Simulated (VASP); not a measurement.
# Be in VASP: a series of runs

The runs below take Be through single point, with PBE.

Program: VASP 6.6.1. These are calculated values, not measurements. Logs are shortened: lines on timing, memory, paths and dates and some standing lists are left out, and cuts for length are marked.

### 1 The cell of the first run

The typed cell holds 6 atoms: a = 4.105 Å, b = 4.105 Å, c = 4.105 Å, α = 60.00°, β = 60.00°, γ = 60.00°.

The cell was generated, and may not be a known phase.

### 2 Single point, PBE

Input file INCAR:

```
PREC     = Accurate       # precision mode
ENCUT    = 520            # plane-wave cutoff, eV
EDIFF    = 1E-6           # SCF threshold, eV
ISMEAR   = 0              # smearing method
SIGMA    = 0.1            # smearing width, eV
LREAL    = False          # projectors in reciprocal space
LASPH    = True           # aspherical terms in the spheres
NELM     = 100            # most SCF steps
ALGO     = Normal         # electronic algorithm
ISIF     = 2              # what is computed and relaxed
LWAVE    = False          # write WAVECAR
LCHARG   = True           # write CHGCAR
GGA      = PE             # functional
LELF     = True           # ELF
LVHAR    = True         
NBANDS   = 15             # bands
```

Input file KPOINTS:

```
regular mesh
0
Gamma
  6 6 6
```

Input file POSCAR:

```
Be
1.0
    0.0000000000      2.9026720744      2.9026720744
    2.9026720744      0.0000000000      2.9026720744
    2.9026720744      2.9026720744      0.0000000000
Be
6
Direct
    0.2500000000      0.2500000000      0.2500000000
    0.5000000000      0.5000000000      0.5000000000
    0.8750123357      0.8750123357      0.8750123357
    0.8750123357      0.8750123357      0.3749629930
    0.8750123357      0.3749629930      0.8750123357
    0.3749629930      0.8750123357      0.8750123357
```

Potentials or basis: VASP PAW PBE potentials, release 64 (Be).

The run is started by

```sh
$ cat potpaw_PBE.64/Be/POTCAR > POTCAR
$ mpirun -np 1 vasp_std > vasp.out
```

OUTCAR:

```text
PREC = Accurate
   ENCUT = 520
   EDIFF = 1E-6
   ISMEAR = 0
   LREAL = False
   LASPH = True
   NELM = 100
   ISIF = 2
   GGA = PE

 ion  position               nearest neighbor table
   1  0.250  0.250  0.250-
   2  0.500  0.500  0.500-
   3  0.875  0.875  0.875-   4 2.05   5 2.05   6 2.05   4 2.05   5 2.05   6 2.05
   4  0.875  0.875  0.375-   3 2.05   5 2.05   6 2.05   3 2.05   5 2.05   6 2.05
   5  0.875  0.375  0.875-   3 2.05   4 2.05   6 2.05   4 2.05   3 2.05   6 2.05
   6  0.375  0.875  0.875-   3 2.05   4 2.05   5 2.05   3 2.05   4 2.05   5 2.05

  LATTYP: Found a face centered cubic cell.
 ALAT       =     5.8053441488

  Lattice vectors:

 A1 = (   0.0000000000,   2.9026720744,   2.9026720744)
 A2 = (   2.9026720744,   0.0000000000,   2.9026720744)
 A3 = (   2.9026720744,   2.9026720744,   0.0000000000)

Analysis of symmetry for initial positions (statically):
=====================================================================
 Subroutine PRICEL returns:
 Original cell was already a primitive cell.

 Routine SETGRP: Setting up the symmetry group for a
 face centered cubic supercell.

 Subroutine GETGRP returns: Found 24 space group operations
 (whereof 24 operations were pure point group operations)
 out of a pool of 48 trial point group operations.

The static configuration has the point symmetry T_d .

Analysis of symmetry for dynamics (positions and initial velocities):
=====================================================================
 Subroutine PRICEL returns:
 Original cell was already a primitive cell.

 Routine SETGRP: Setting up the symmetry group for a
 face centered cubic supercell.

 Subroutine GETGRP returns: Found 24 space group operations
 (whereof 24 operations were pure point group operations)
 out of a pool of 48 trial point group operations.

The dynamic configuration has the point symmetry T_d .

 Subroutine INISYM returns: Found 24 space group operations
 (whereof 24 operations are pure point group operations),
 and found     1 'primitive' translations

----------------------------------------------------------------------------------------

                                     Primitive cell

  volume of cell :      48.9130

  direct lattice vectors                    reciprocal lattice vectors
     0.000000000  2.902672074  2.902672074    -0.172255076  0.172255076  0.172255076
     2.902672074  0.000000000  2.902672074     0.172255076 -0.172255076  0.172255076
     2.902672074  2.902672074  0.000000000     0.172255076  0.172255076 -0.172255076

  length of vectors
     4.104998215  4.104998215  4.104998215     0.298354544  0.298354544  0.298354544

  position of ions in fractional coordinates (direct lattice)
     0.250000000  0.250000000  0.250000000
     0.500000000  0.500000000  0.500000000
     0.875012336  0.875012336  0.875012336
     0.875012336  0.875012336  0.374962993
     0.875012336  0.374962993  0.875012336
     0.374962993  0.875012336  0.875012336

  ion indices of the primitive-cell ions
   primitive index   ion index
                 1           1
                 2           2
                 3           3
                 4           4
                 5           5
                 6           6

----------------------------------------------------------------------------------------

 KPOINTS: regular mesh

Automatic generation of k-mesh.
 Grid dimensions read from file:
 generate k-points for:    6    6    6

 Generating k-lattice:

  Cartesian coordinates                     Fractional coordinates (reciprocal lattice)
    -0.028709179  0.028709179  0.028709179     0.166666667  0.000000000  0.000000000
     0.028709179 -0.028709179  0.028709179     0.000000000  0.166666667  0.000000000
     0.028709179  0.028709179 -0.028709179     0.000000000  0.000000000  0.166666667

  Length of vectors
     0.049725757  0.049725757  0.049725757

  Shift w.r.t. Gamma in fractional coordinates (k-lattice)
     0.000000000  0.000000000  0.000000000

 Subroutine IBZKPT returns following result:
 ===========================================

 Found     16 irreducible k-points:

 Following reciprocal coordinates:
            Coordinates               Weight
  0.000000  0.000000  0.000000      1.000000
  0.166667  0.000000  0.000000      8.000000
  0.333333  0.000000  0.000000      8.000000
  0.500000  0.000000  0.000000      4.000000
  0.166667  0.166667  0.000000      6.000000
  0.333333  0.166667  0.000000     24.000000
[... 8 lines left out ...]
 -0.333333  0.333333  0.166667     24.000000
 -0.333333  0.500000  0.166667     12.000000
   k-points           NKPTS =     16   k-points in BZ     NKDIM =     16   number of bands    NBANDS=     15
   number of dos      NEDOS =    301   number of ions     NIONS =      6
   total plane-waves  NPLWV =  32768
   dimension x,y,z NGX =    32 NGY =   32 NGZ =   32
   dimension x,y,z NGXF=    64 NGYF=   64 NGZF=   64
   ions per type =               6
   NGX,Y,Z   is equivalent  to a cutoff of  12.96, 12.96, 12.96 a.u.
   NGXF,Y,Z  is equivalent  to a cutoff of  25.92, 25.92, 25.92 a.u.
 SYSTEM =  unknown system
   PREC   = accura    normal or accurate (medium, high low for compatibility)
   ISTART =      0    job   : 0-new  1-cont  2-samecut
   ICHARG =      2    charge: 1-file 2-atom 10-const
   ISPIN  =      1    spin polarized calculation?
   LNONCOLLINEAR =      F non collinear calculations
   LSORBIT =      F    spin-orbit coupling
   LASPH  =      T    aspherical Exc in radial PAW
   ENCUT  =  520.0 eV  38.22 Ry    6.18 a.u.   7.63  7.63  7.63*2*pi/ulx,y,z
   NELM   =    100;   NELMIN=  2; NELMDL= -5     # of ELM steps
   EDIFF  = 0.1E-05   stopping-criterion for ELM
   LREAL  =      F    real-space projection
   EDIFFG = 0.1E-04   stopping-criterion for IOM
   NSW    =      0    number of steps for IOM
   IBRION =     -1    ionic relax: 0-MD 1-quasi-New 2-CG
   NFREE  =      0    steps in history (QN), initial steepest desc. (CG)
   ISIF   =      2    stress and relaxation
   ISYM   =      2    0-nonsym 1-usesym 2-fastsym
   POTIM  = 0.5000    time-step for ionic-motion
   TEBEG  =    0.0;   TEEND  =   0.0 temperature during run
   PSTRESS=    0.0 pullay stress
   NELECT =      12.0000    total number of electrons
   NUPDOWN=      -1.0000    fix difference up-down
   EMIN   =  10.00;   EMAX   =-10.00  energy-range for DOS
   EFERMI =   0.00;   METHOD = LEGACY
   ISMEAR =     0;   SIGMA  =   0.10  broadening in eV -4-tet -1-fermi 0-gaus
   EFERMI_NEDOS =   21; number of points for ismear=-14 and -15
   IALGO  =     38    algorithm
   IMIX   =      4    mixing-type and parameters
     AMIX     =   0.40;   BMIX     =  1.00
     AMIX_MAG =   1.60;   BMIX_MAG =  1.00
  volume/ion in A,a.u.               =       8.15        55.01
  Fermi-wavevector in a.u.,A,eV,Ry     =   1.024851  1.936687 14.290457  1.050319
  Thomas-Fermi vector in A             =   2.158660
   LORBIT       =      0    0 simple, 1 ext, 2 COOP (PROOUT), +10 PAW based schemes
   GGA     = PE    functional components
   LHFCALC =     F    Hartree Fock is set to
   AEXX    =    0.0000 exact exchange contribution
   IVDW    =     0    specifies the selected vdW correction
   LEPSILON=     F    determine dielectric tensor
   LRPA    =     F    only Hartree local field effects (RPA)
 non-spin polarized calculation
 Gauss-broadening in eV      SIGMA  =   0.10
  energy-cutoff  :      520.00
  volume of cell :       48.91
 maximum number of plane-waves:      1363
 NGX is ok and might be reduce to    32
   NGX = 15   NGY = 15   NGZ = 15

 number of electron      12.0000000 magnetization

 Free energy of the ion-electron system (eV)
  ---------------------------------------------------
  ext. energy  EPLUGINS =         0.00000000
  ---------------------------------------------------
  free energy    TOTEN  =       -22.20944980 eV

  energy without entropy =      -22.20504293  energy(sigma->0) =      -22.20724636

 E-fermi :   6.6677     XC(G=0): -10.4814

 val. band max:        6.6583232449   @ k =   0.1667   0.0000   0.0000
 cond. band min:       6.8249655696   @ k =  -0.3333   0.3333   0.0000
 fundamental gap:      0.1666423247
 Fermi energy:         6.6676913048

 k-point     1 :       0.0000    0.0000    0.0000
  band No.  band energies     occupation
      1      -4.3993      2.00000
      2       2.6583      2.00000
      3       4.1512      2.00000
      4       4.1512      2.00000
      5       4.1512      2.00000
      6       7.1146      0.00000
      7       7.1146      0.00000
      8       7.1146      0.00000
      9       8.6112      0.00000
     10       8.6112      0.00000
     11       9.7217      0.00000
     12      12.4744      0.00000
     13      12.4744      0.00000
     14      12.4744      0.00000
     15      14.0636      0.00000

 k-point     2 :       0.1667    0.0000    0.0000
  band No.  band energies     occupation
      1      -4.1252      2.00000
      2       2.0679      2.00000
      3       3.0877      2.00000
      4       4.0256      2.00000
      5       4.0256      2.00000
      6       6.6583      1.10540
      7       6.6583      1.10540
      8       7.9845      0.00000
      9       9.1702      0.00000
     10       9.1702      0.00000
     11      10.5382      0.00000
     12      12.8279      0.00000
     13      13.4749      0.00000
     14      13.4749      0.00000
     15      14.8061      0.00000
[... 221 lines left out ...]
      3       0.7998      2.00000
      4       1.1217      2.00000
      5       4.2061      2.00000
      6       6.1024      2.00000
      7       8.2494      0.00000
      8       8.4165      0.00000
      9      11.6568      0.00000
     10      11.8171      0.00000
     11      14.3388      0.00000
     12      14.6332      0.00000
     13      15.9695      0.00000
     14      16.6101      0.00000
     15      16.7697      0.00000

 k-point    16 :      -0.3333    0.5000    0.1667
  band No.  band energies     occupation
      1      -0.7661      2.00000
      2      -0.7656      2.00000
      3       0.3672      2.00000
      4       0.3674      2.00000
      5       4.5033      2.00000
      6       4.5039      2.00000
      7       9.2183      0.00000
      8       9.2194      0.00000
      9      13.2062      0.00000
     10      13.2080      0.00000
     11      14.6860      0.00000
     12      14.6870      0.00000
     13      15.3515      0.00000
     14      15.3516      0.00000
     15      16.5315      0.00000

------------------------ aborting loop because EDIFF is reached ----------------------------------------

  FORCE on cell =-STRESS in cart. coord.  units (eV):
  Direction    XX          YY          ZZ          XY          YZ          ZX
  --------------------------------------------------------------------------------------
  -------------------------------------------------------------------------------------
  Total        0.0558969      0.0558969      0.0558969      0.0000000      0.0000000     -0.0000000
  in kB        1.8309402      1.8309402      1.8309402      0.0000000      0.0000000     -0.0000000
  external PRESSURE =       1.8309402 kB  Pullay stress =       0.0000000 kB

 VOLUME and BASIS-vectors are now :
 -----------------------------------------------------------------------------
  energy-cutoff  :      520.00
  volume of cell :       48.91
      direct lattice vectors                 reciprocal lattice vectors
     0.000000000  2.902672074  2.902672074    -0.172255076  0.172255076  0.172255076
     2.902672074  0.000000000  2.902672074     0.172255076 -0.172255076  0.172255076
     2.902672074  2.902672074  0.000000000     0.172255076  0.172255076 -0.172255076

 POSITION                                       TOTAL-FORCE (eV/Angst)
 -----------------------------------------------------------------------------------
      1.45134      1.45134      1.45134        -0.000000     -0.000000     -0.000000
      2.90267      2.90267      2.90267        -0.000000     -0.000000     -0.000000
      5.07975      5.07975      5.07975        -0.002322     -0.002322     -0.002322
      3.62827      3.62827      5.07975         0.002322      0.002322     -0.002322
      3.62827      5.07975      3.62827         0.002322     -0.002322      0.002322
      5.07975      3.62827      3.62827        -0.002322      0.002322      0.002322
 -----------------------------------------------------------------------------------
    total drift:                                0.000000      0.000000      0.000000

  FREE ENERGIE OF THE ION-ELECTRON SYSTEM (eV)
  ---------------------------------------------------
  free  energy   TOTEN  =       -22.2094497981 eV

  energy  without entropy=      -22.2050429310  energy(sigma->0) =      -22.20724636
```

Run time: 16 s. Hardware: 1 thread of Oxide Virtual Turin-like, shared host; peak memory 0.13 GiB.

Results:

```yaml
Free_energy: -22.2094 eV
Pressure: 0.2 GPa
Band_gap_on_the_k_mesh: zero (bands 6 and 7 overlap by 1.37 eV)
```

### 3 Single point, PBE

This run uses another cell than the first one, of 9.18 Å³/atom.

Input file INCAR:

```
SYSTEM = Be
  PREC = Accurate
  ENCUT = 520
  EDIFF = 1E-6
  ISMEAR = 0
  SIGMA = 0.1
  LREAL = .False.
  LASPH = .True.
  NELM = 80
  ALGO = Normal
  ISIF = 2
  LWAVE = .False.
  LCHARG = .True.
  GGA = PE
  LELF = .True.
  LVHAR = .True.
  NBANDS = 15
```

Input file KPOINTS:

```
regular mesh
0
Gamma
  6 6 6
  0 0 0
```

Input file POSCAR:

```
Be
1.0
    0.0000000000      3.0195211000      3.0195211000
    3.0195211000      0.0000000000      3.0195211000
    3.0195211000      3.0195211000      0.0000000000
Be
6
Direct
    0.2500000000      0.2500000000      0.2500000000
    0.5000000000      0.5000000000      0.5000000000
    0.8678885100      0.8678885100      0.8678885100
    0.8678885100      0.8678885100      0.3963344800
    0.8678885100      0.3963344800      0.8678885100
    0.3963344800      0.8678885100      0.8678885100
```

Potentials or basis: VASP PAW PBE potentials, release 64 (Be).

The run is started by

```sh
$ cat potpaw_PBE.64/Be/POTCAR > POTCAR
$ mpirun -np 1 vasp_std > vasp.out
```

OUTCAR:

```text
SYSTEM = Be
   PREC = Accurate
   ENCUT = 520
   EDIFF = 1E-6
   ISMEAR = 0
   LREAL = .False.
   LASPH = .True.
   NELM = 80
   ISIF = 2
   GGA = PE

 ion  position               nearest neighbor table
   1  0.250  0.250  0.250-
   2  0.500  0.500  0.500-
   3  0.868  0.868  0.868-   4 2.01   5 2.01   6 2.01   6 2.26   5 2.26   4 2.26
   4  0.868  0.868  0.396-   3 2.01   5 2.01   6 2.01   5 2.26   6 2.26   3 2.26
   5  0.868  0.396  0.868-   3 2.01   4 2.01   6 2.01   6 2.26   4 2.26   3 2.26
   6  0.396  0.868  0.868-   3 2.01   4 2.01   5 2.01   5 2.26   4 2.26   3 2.26

  LATTYP: Found a face centered cubic cell.
[... 481 lines left out ...]
  -------------------------------------------------------------------------------------
  Total       -3.4247711     -3.4247711     -3.4247711      0.0000000      0.0000000      0.0000000
  in kB      -99.6547339    -99.6547339    -99.6547339      0.0000000      0.0000000      0.0000000
  external PRESSURE =     -99.6547339 kB  Pullay stress =       0.0000000 kB

 VOLUME and BASIS-vectors are now :
 -----------------------------------------------------------------------------
  energy-cutoff  :      520.00
  volume of cell :       55.06
      direct lattice vectors                 reciprocal lattice vectors
     0.000000000  3.019521100  3.019521100    -0.165589172  0.165589172  0.165589172
     3.019521100  0.000000000  3.019521100     0.165589172 -0.165589172  0.165589172
     3.019521100  3.019521100  0.000000000     0.165589172  0.165589172 -0.165589172

 POSITION                                       TOTAL-FORCE (eV/Angst)
 -----------------------------------------------------------------------------------
      1.50976      1.50976      1.50976         0.000000     -0.000000      0.000000
      3.01952      3.01952      3.01952         0.000000     -0.000000     -0.000000
      5.24122      5.24122      5.24122         1.078514      1.078514      1.078514
      3.81735      3.81735      5.24122        -1.078514     -1.078514      1.078514
      3.81735      5.24122      3.81735        -1.078514      1.078514     -1.078514
      5.24122      3.81735      3.81735         1.078514     -1.078514     -1.078514
 -----------------------------------------------------------------------------------
    total drift:                               -0.000000     -0.000000     -0.000000

  FREE ENERGIE OF THE ION-ELECTRON SYSTEM (eV)
  ---------------------------------------------------
  free  energy   TOTEN  =       -21.6994456642 eV

  energy  without entropy=      -21.6943674450  energy(sigma->0) =      -21.69690655
```

stdout:

```text
POSCAR found type information on POSCAR Be
 POSCAR found :  1 types and       6 ions
 scaLAPACK will be used
 LDA part: xc-table for (Slater+PW92), standard interpolation
 POSCAR, INCAR and KPOINTS ok, starting setup
 FFT: planning ... GRIDC
 FFT: planning ... GRID_SOFT
 FFT: planning ... GRID
 WAVECAR not read
 entering main loop
```

Wall time 12 s (1 thread of Oxide Virtual Turin-like, shared host); peak memory 0.13 GiB.

What came out:

```yaml
Free_energy: -21.6994 eV
Pressure: -10.0 GPa
Largest_force: 1.868 eV/Å
Band_gap_on_the_k_mesh: zero (bands 6 and 7 overlap by 1.34 eV)
```

Forces on the atoms (eV/Å):
```
Be   0.000  0.000  0.000
Be   0.000  0.000  0.000
Be   1.079  1.079  1.079
Be  -1.079 -1.079  1.079
Be  -1.079  1.079 -1.079
Be   1.079 -1.079 -1.079
```

Levels at points of the mesh, in eV from the Fermi level:
```tsv
k point	band 4	band 5	band 6	band 7	band 8	band 9
(0.00, 0.00, 0.00)	-2.35	-2.35	0.37	0.37	0.37	1.79
(0.50, 0.00, 0.00)	-2.73	-2.73	-0.97	-0.97	1.23	4.37
(0.50, 0.50, 0.00)	-4.53	-4.21	-3.70	5.15	5.15	5.28
```

Caveat: the cell stands under tension; forces of over 1 eV/Å act on the atoms, so gaps and moduli don't describe the material at rest.

The gap in the log of VASP goes by the Fermi energy; the results here count the filled bands.